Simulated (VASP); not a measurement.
# SiGe2 (I4/mcm) in VASP: relaxation of cell and atoms with PBE

Aim: the relaxation of cell and atoms of SiGe2 with PBE.

Everything below comes from runs of VASP 6.6.1. Logs are shortened: lines on timing, memory, paths and dates and some standing lists are left out, and cuts for length are marked.

**1. The cell of the first run**

Symmetry: I4/mcm, No. 140, tetragonal system. Conventional cell: a = 6.434 Å, b = 6.434 Å, c = 5.285 Å, α = 90.00°, β = 90.00°, γ = 90.00°. Within 3.5 Å of Si (site symmetry 422) lie 2 Si at 2.64 Å and 8 Ge at 2.79 Å. Within 3.5 Å of Ge (site symmetry m2m) lie 11 Ge at 2.67 to 3.48 Å and 4 Si at 2.79 Å.

The cell was generated, and may not be a known phase.

**2. Relaxation of cell and atoms, PBE**

INCAR reads:

```
PREC     = Accurate       # precision mode
ENCUT    = 600            # plane-wave cutoff, eV
EDIFF    = 1E-6           # SCF threshold, eV
ISMEAR   = 0              # smearing method
SIGMA    = 0.1            # smearing width, eV
LREAL    = False          # projectors in reciprocal space
LASPH    = True           # aspherical terms in the spheres
NELM     = 100            # most SCF steps
ALGO     = Fast           # electronic algorithm
ISIF     = 3              # what is computed and relaxed
LWAVE    = False          # write WAVECAR
LCHARG   = False          # write CHGCAR
GGA      = PE             # functional
IBRION   = 2              # ionic algorithm
NSW      = 100            # ionic steps
EDIFFG   = -0.01          # ionic threshold
```

KPOINTS reads:

```
regular mesh
0
Gamma
  10 10 10
```

POSCAR reads:

```
SiGe2
1.0
   -3.2170156619      3.2170156619      2.6426456624
    3.2170156619     -3.2170156619      2.6426456624
    3.2170156619      3.2170156619     -2.6426456624
Si Ge
2 4
Direct
    0.2500000000      0.2500000000      0.0000000000
    0.7500000000      0.7500000000      0.0000000000
    0.6469738274      0.8530261726      0.5000000000
    0.8530261726      0.3530261726      0.2060523452
    0.3530261726      0.1469738274      0.5000000000
    0.1469738274      0.6469738274      0.7939476548
```

Potentials or basis: VASP PAW PBE potentials, release 64 (Si, Ge_d).

Started as:

```
> cat potpaw_PBE.64/Si/POTCAR potpaw_PBE.64/Ge_d/POTCAR > POTCAR
> mpirun -np 1 vasp_std > vasp.out
```

OUTCAR:

```text
PREC = Accurate
   ENCUT = 600
   EDIFF = 1E-6
   ISMEAR = 0
   LREAL = False
   LASPH = True
   NELM = 100
   ISIF = 3
   GGA = PE
   IBRION = 2
   NSW = 100
   EDIFFG = -0.01

 ion  position               nearest neighbor table
   1  0.250  0.250  0.000-   2 2.64   2 2.64   6 2.79   4 2.79   6 2.79   4 2.79   5 2.79   5 2.79
                             3 2.79   3 2.79
   2  0.750  0.750  0.000-   1 2.64   1 2.64   6 2.79   4 2.79   6 2.79   4 2.79   3 2.79   5 2.79
                             5 2.79   3 2.79
   3  0.647  0.853  0.500-   5 2.67   2 2.79   1 2.79   2 2.79   1 2.79
   4  0.853  0.353  0.206-   6 2.67   1 2.79   2 2.79   2 2.79   1 2.79
   5  0.353  0.147  0.500-   3 2.67   1 2.79   2 2.79   1 2.79   2 2.79
   6  0.147  0.647  0.794-   4 2.67   2 2.79   1 2.79   1 2.79   2 2.79

  LATTYP: Found a body centered tetragonal cell.
 ALAT       =     6.4340313238
 C/A-ratio  =     0.8214587494

  Lattice vectors:

 A1 = (  -3.2170156619,   3.2170156619,   2.6426456624)
 A2 = (   3.2170156619,  -3.2170156619,   2.6426456624)
 A3 = (   3.2170156619,   3.2170156619,  -2.6426456624)

Analysis of symmetry for initial positions (statically):
=====================================================================
 Subroutine PRICEL returns:
 Original cell was already a primitive cell.

 Routine SETGRP: Setting up the symmetry group for a
 body centered tetragonal supercell.

 Subroutine GETGRP returns: Found 16 space group operations
 (whereof  8 operations were pure point group operations)
 out of a pool of 16 trial point group operations.

The static configuration has the point symmetry C_4h.
 The point group associated with its full space group is D_4h.

Analysis of symmetry for dynamics (positions and initial velocities):
=====================================================================
 Subroutine PRICEL returns:
 Original cell was already a primitive cell.

 Routine SETGRP: Setting up the symmetry group for a
 body centered tetragonal supercell.

 Subroutine GETGRP returns: Found 16 space group operations
 (whereof  8 operations were pure point group operations)
 out of a pool of 16 trial point group operations.

The dynamic configuration has the point symmetry C_4h.
 The point group associated with its full space group is D_4h.

 Subroutine INISYM returns: Found 16 space group operations
 (whereof  8 operations are pure point group operations),
 and found     1 'primitive' translations

----------------------------------------------------------------------------------------

                                     Primitive cell

  volume of cell :     109.3970

  direct lattice vectors                    reciprocal lattice vectors
    -3.217015662  3.217015662  2.642645662     0.000000000  0.155423552  0.189204329
     3.217015662 -3.217015662  2.642645662     0.155423552  0.000000000  0.189204329
     3.217015662  3.217015662 -2.642645662     0.155423552  0.155423552  0.000000000

  length of vectors
     5.261364427  5.261364427  5.261364427     0.244856608  0.244856608  0.219802095

  position of ions in fractional coordinates (direct lattice)
     0.250000000  0.250000000  0.000000000
     0.750000000  0.750000000  0.000000000
     0.646973827  0.853026173  0.500000000
     0.853026173  0.353026173  0.206052345
     0.353026173  0.146973827  0.500000000
     0.146973827  0.646973827  0.793947655

  ion indices of the primitive-cell ions
   primitive index   ion index
                 1           1
                 2           2
                 3           3
                 4           4
                 5           5
                 6           6

----------------------------------------------------------------------------------------

 KPOINTS: regular mesh

Automatic generation of k-mesh.
 Grid dimensions read from file:
 generate k-points for:   10   10   10

 Generating k-lattice:

  Cartesian coordinates                     Fractional coordinates (reciprocal lattice)
     0.000000000  0.015542355  0.018920433     0.100000000  0.000000000 -0.000000000
     0.015542355  0.000000000  0.018920433     0.000000000  0.100000000 -0.000000000
     0.015542355  0.015542355  0.000000000     0.000000000  0.000000000  0.100000000

  Length of vectors
     0.024485661  0.024485661  0.021980209

  Shift w.r.t. Gamma in fractional coordinates (k-lattice)
     0.000000000  0.000000000  0.000000000

 Subroutine IBZKPT returns following result:
 ===========================================

 Found    102 irreducible k-points:

 Following reciprocal coordinates:
            Coordinates               Weight
  0.000000  0.000000  0.000000      1.000000
  0.100000  0.000000  0.000000      8.000000
  0.200000  0.000000  0.000000      8.000000
  0.300000  0.000000 -0.000000      8.000000
  0.400000  0.000000  0.000000      8.000000
  0.500000  0.000000  0.000000      4.000000
[... 16 lines left out ...]
  0.300000  0.300000 -0.000000      8.000000
  0.400000  0.300000 -0.000000     16.000000
 [... further k-points ...]
   k-points           NKPTS =    102   k-points in BZ     NKDIM =    102   number of bands    NBANDS=     38
   number of dos      NEDOS =    301   number of ions     NIONS =      6
   total plane-waves  NPLWV =  74088
   dimension x,y,z NGX =    42 NGY =   42 NGZ =   42
   dimension x,y,z NGXF=    84 NGYF=   84 NGZF=   84
   ions per type =               2   4
   NGX,Y,Z   is equivalent  to a cutoff of  13.27, 13.27, 13.27 a.u.
   NGXF,Y,Z  is equivalent  to a cutoff of  26.54, 26.54, 26.54 a.u.
 SYSTEM =  unknown system
   PREC   = accura    normal or accurate (medium, high low for compatibility)
   ISTART =      0    job   : 0-new  1-cont  2-samecut
   ICHARG =      2    charge: 1-file 2-atom 10-const
   ISPIN  =      1    spin polarized calculation?
   LNONCOLLINEAR =      F non collinear calculations
   LSORBIT =      F    spin-orbit coupling
   LASPH  =      T    aspherical Exc in radial PAW
   ENCUT  =  600.0 eV  44.10 Ry    6.64 a.u.  10.51 10.51 10.51*2*pi/ulx,y,z
   NELM   =    100;   NELMIN=  2; NELMDL= -5     # of ELM steps
   EDIFF  = 0.1E-05   stopping-criterion for ELM
   LREAL  =      F    real-space projection
   EDIFFG = -.1E-01   stopping-criterion for IOM
   NSW    =    100    number of steps for IOM
   IBRION =      2    ionic relax: 0-MD 1-quasi-New 2-CG
   NFREE  =      1    steps in history (QN), initial steepest desc. (CG)
   ISIF   =      3    stress and relaxation
   ISYM   =      2    0-nonsym 1-usesym 2-fastsym
   POTIM  = 0.5000    time-step for ionic-motion
   TEBEG  =    0.0;   TEEND  =   0.0 temperature during run
   PSTRESS=    0.0 pullay stress
   NELECT =      64.0000    total number of electrons
   NUPDOWN=      -1.0000    fix difference up-down
   EMIN   =  10.00;   EMAX   =-10.00  energy-range for DOS
   EFERMI =   0.00;   METHOD = LEGACY
   ISMEAR =     0;   SIGMA  =   0.10  broadening in eV -4-tet -1-fermi 0-gaus
   EFERMI_NEDOS =   21; number of points for ismear=-14 and -15
   IALGO  =     68    algorithm
   IMIX   =      4    mixing-type and parameters
     AMIX     =   0.40;   BMIX     =  1.00
     AMIX_MAG =   1.60;   BMIX_MAG =  1.00
  volume/ion in A,a.u.               =      18.23       123.04
  Fermi-wavevector in a.u.,A,eV,Ry     =   1.369198  2.587410 25.506902  1.874704
  Thomas-Fermi vector in A             =   2.495095
   LORBIT       =      0    0 simple, 1 ext, 2 COOP (PROOUT), +10 PAW based schemes
   GGA     = PE    functional components
   LHFCALC =     F    Hartree Fock is set to
   AEXX    =    0.0000 exact exchange contribution
   IVDW    =     0    specifies the selected vdW correction
   LEPSILON=     F    determine dielectric tensor
   LRPA    =     F    only Hartree local field effects (RPA)
 conjugate gradient relaxation of ions
 non-spin polarized calculation
 RMM-DIIS sequential band-by-band and
 Gauss-broadening in eV      SIGMA  =   0.10
  energy-cutoff  :      600.00
  volume of cell :      109.40
 maximum number of plane-waves:      3675
   NGX = 21   NGY = 21   NGZ = 21

--------------------------------------- Ionic step        1  -------------------------------------------

 number of electron      63.9999999 magnetization

 Free energy of the ion-electron system (eV)
  ---------------------------------------------------
  ext. energy  EPLUGINS =         0.00000000
  ---------------------------------------------------
  free energy    TOTEN  =       -26.47902461 eV

  energy without entropy =      -26.46984647  energy(sigma->0) =      -26.47443554

------------------------ aborting loop because EDIFF is reached ----------------------------------------

  FORCE on cell =-STRESS in cart. coord.  units (eV):
  Direction    XX          YY          ZZ          XY          YZ          ZX
  --------------------------------------------------------------------------------------
  -------------------------------------------------------------------------------------
  Total        0.0763373      0.0763373     -0.3885829      0.0000000      0.0000000      0.0000000
  in kB        1.1180007      1.1180007     -5.6910052      0.0000000      0.0000000      0.0000000
  external PRESSURE =      -1.1516680 kB  Pullay stress =       0.0000000 kB
[... 305 lines left out ...]
  energy  without entropy=      -26.4728104808  energy(sigma->0) =      -26.47739345

--------------------------------------- Ionic step        9  -------------------------------------------

 number of electron      64.0000013 magnetization

 Free energy of the ion-electron system (eV)
  ---------------------------------------------------
  ext. energy  EPLUGINS =         0.00000000
  ---------------------------------------------------
  free energy    TOTEN  =       -26.48197942 eV

  energy without entropy =      -26.47282233  energy(sigma->0) =      -26.47740088

 E-fermi :   7.2989     XC(G=0): -11.0320

 val. band max:        7.2867909851   @ k =  -0.3000   0.3000   0.0000
 cond. band min:       7.3008199316   @ k =  -0.3000  -0.4000   0.1000
 fundamental gap:      0.0140289466
 Fermi energy:         7.2988935399

 k-point     1 :       0.0000    0.0000    0.0000
  band No.  band energies     occupation
      1     -17.5484      2.00000
      2     -17.5449      2.00000
      3     -17.5386      2.00000
      4     -17.5264      2.00000
      5     -17.5264      2.00000
      6     -17.5255      2.00000
[... 973 lines left out ...]
     37      10.4516      0.00000
     38      10.7740      0.00000

 [... further k-points ...]
[... 5 lines left out ...]
  --------------------------------------------------------------------------------------
  -------------------------------------------------------------------------------------
  Total       -0.0395839     -0.0395839      0.0143759      0.0000000     -0.0000000      0.0000000
  in kB       -0.5807308     -0.5807308      0.2109066      0.0000000     -0.0000000      0.0000000
  external PRESSURE =      -0.3168517 kB  Pullay stress =       0.0000000 kB
[... 21 lines left out ...]
  FREE ENERGIE OF THE ION-ELECTRON SYSTEM (eV)
  ---------------------------------------------------
  free  energy   TOTEN  =       -26.4819794215 eV

  energy  without entropy=      -26.4728223313  energy(sigma->0) =      -26.47740088

 reached required accuracy - stopping structural energy minimisation
```

Run time: 60 min. Hardware: 1 thread of Oxide Virtual Turin-like, shared host; peak memory 0.51 GiB.

What came out:

- Free energy: -26.4820 eV
- Relaxed volume: 18.20 Å³/atom
- Relaxed cell: a = 5.263 Å, b = 5.263 Å, c = 5.263 Å, α = 104.36°, β = 104.36°, γ = 120.27°
- Space group after relaxing (to 0.1 Å): I4/mcm (No. 140)
- Energy gained by relaxing: 0.5 meV/atom
- Ionic steps: 9
- Pressure after relaxing: 0.0 GPa
- Band gap on the k mesh: zero (bands 32 and 33 overlap by 4.31 eV)

The path:
```
step  energy change (eV)  largest force (eV/Å)  pressure (GPa)  volume (Å³)
   1              0.0000                0.0671           -0.12       109.40
   2             -0.0017                0.0440            0.07       109.19
   3             -0.0025                0.0235            0.19       109.00
   4             -0.0026                0.0153            0.12       108.91
   5             -0.0025                0.0004            0.35       108.74
   6             -0.0027                0.0167            0.32       108.87
   7             -0.0028                0.0071           -0.11       109.45
   8             -0.0030                0.0046            0.05       109.15
   9             -0.0030                0.0000           -0.03       109.21
```

Final structure:
```cif
data_structure
_symmetry_space_group_name_H-M 'P 1'
_symmetry_Int_Tables_number 1
_cell_length_a 5.2633
_cell_length_b 5.2633
_cell_length_c 5.2633
_cell_angle_alpha 104.358
_cell_angle_beta 104.358
_cell_angle_gamma 120.267
_cell_volume 109.21
loop_
_atom_site_label
_atom_site_type_symbol
_atom_site_fract_x
_atom_site_fract_y
_atom_site_fract_z
_atom_site_occupancy
Si1 Si 0.25000 0.25000 0.00000 1
Si2 Si 0.75000 0.75000 0.00000 1
Ge1 Ge 0.64812 0.85188 0.50000 1
Ge2 Ge 0.85188 0.35188 0.20377 1
Ge3 Ge 0.35188 0.14812 0.50000 1
Ge4 Ge 0.14812 0.64812 0.79623 1
```
